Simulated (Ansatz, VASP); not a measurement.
Co2Si6Ni: VASP beside Ansatz

The input INCAR:

```
  PREC = Accurate
  ENCUT = 520
  EDIFF = 1E-7
  ISMEAR = 0
  SIGMA = 0.2
  LREAL = F
  LASPH = T
  NELM = 100
  ALGO = Normal
  ISIF = 2
  LWAVE = F
  LCHARG = F
  GGA = PE
  NBANDS = 36
```

File KPOINTS:

```
regular mesh
0
Gamma
  6 6 4
```

File POSCAR:

```
Co2Si6Ni
1.0
    3.7937387846      0.0000000000      0.0000000000
   -1.8968693923      3.2854741628      0.0000000000
    0.0000000000      0.0000000000      9.3427089441
Co Si Ni
2 6 1
Direct
    0.6666666667      0.3333333333      0.8323161634
    0.3333333333      0.6666666667      0.1676838366
    0.0000000000      0.0000000000      0.7550235900
    0.3333333333      0.6666666667      0.4123106592
    0.6666666667      0.3333333333      0.0812536842
    0.6666666667      0.3333333333      0.5876893408
    0.0000000000      0.0000000000      0.2449764100
    0.3333333333      0.6666666667      0.9187463158
    0.0000000000      0.0000000000      0.5000000000
```

Input for Ansatz:

```yaml
crystal:
  lattice:
    - [3.7937387846, 0.0, 0.0]
    - [-1.8968693923, 3.2854741628, 0.0]
    - [0.0, 0.0, 9.3427089441]
  atoms:
    - { symbol: Co, position: [0.6666666667, 0.3333333333, 0.8323161634] }
    - { symbol: Co, position: [0.3333333333, 0.6666666667, 0.1676838366] }
    - { symbol: Si, position: [0.0, 0.0, 0.75502359] }
    - { symbol: Si, position: [0.3333333333, 0.6666666667, 0.4123106592] }
    - { symbol: Si, position: [0.6666666667, 0.3333333333, 0.0812536842] }
    - { symbol: Si, position: [0.6666666667, 0.3333333333, 0.5876893408] }
    - { symbol: Si, position: [0.0, 0.0, 0.24497641] }
    - { symbol: Si, position: [0.3333333333, 0.6666666667, 0.9187463158] }
    - { symbol: Ni, position: [0.0, 0.0, 0.5] }
basis:
  ecutwfc: 420
kpoints:
  mp_grid: { grid: [6, 6, 4] }
hamiltonian:
  xc: pbe
scf:
  occupations: { method: gaussian, width: 0.2 }
  lower_state_search: "off"
output:
  forces: true
  stress: true
  eigenvalues: true
```

Alike in both runs: task single point; functional PBE; k mesh 6 × 6 × 4; occupations gaussian, width 0.2 eV; no spin polarisation.

|  | VASP | Ansatz |
| --- | --- | --- |
| version | VASP 6.6.1 | Ansatz 0.2.0 |
| potentials or method | VASP PAW PBE potentials, release 64 (Co, Si, Ni), cutoff 520 eV | scalar-relativistic, plane waves, PAW |
| valence electrons in the cell | 52 | 76 |

```csv
,VASP,Ansatz,Ansatz less VASP
gap on the k mesh at the Fermi level (eV),none,none,-
pressure (GPa),0.0,0.1,+0.11
rms of the force components (eV/Å),0.018,0.017,-0.0002
```

Atom by atom the forces differ by 0.001 eV/Å (rms over components). A gap of «none» marks a metal or a gap that the smearing closes. VASP's potentials hold 52 valence electrons a cell and Ansatz's 76, so a difference there can come from the potentials and not from the codes.
